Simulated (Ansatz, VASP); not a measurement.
**Two plane-wave programs on In6Sb5**

```
In Sb
1.0
     4.69155    0.00000    0.00000
     0.00000    4.69155    0.00000
     0.00000    0.00000   31.58712
In Sb
6 5
Direct
  0.50000 0.50000 0.23744
  0.00000 0.00000 0.34246
  0.50000 0.50000 0.44749
  0.00000 0.00000 0.55251
  0.50000 0.50000 0.65754
  0.00000 0.00000 0.76256
  0.50000 0.00000 0.28995
  0.00000 0.50000 0.39498
  0.50000 0.00000 0.50000
  0.00000 0.50000 0.60502
  0.50000 0.00000 0.71005
```

Alike in both runs: task single point; functional PBE; k mesh 8 × 8 × 1; occupations gaussian, width 0.1 eV; no spin polarisation.

|  | VASP | Ansatz |
| --- | --- | --- |
| version | VASP 6.6.1 | Ansatz 0.2.0 |
| potentials or method | VASP PAW PBE potentials, release 64 (In_d, Sb), cutoff 520 eV | scalar-relativistic, plane waves, PAW |
| valence electrons in the cell | 103 | 153 |

```tsv
	VASP	Ansatz	Ansatz less VASP
gap on the k mesh at the Fermi level (eV)	none	none	-
rms of the force components (eV/Å)	0.190	0.189	-0.0015
work function, face that differs most (eV)	4.28	4.29	+0.005
```

A gap of «none» marks a metal or a gap that the smearing closes. With one functional, cell and mesh, what is left measures potentials, basis and numerics. VASP's potentials hold 103 valence electrons a cell and Ansatz's 153, so a difference there can come from the potentials and not from the codes. Ansatz's warnings: xc potential rough in thin density.

Spin-orbit coupling is off throughout.
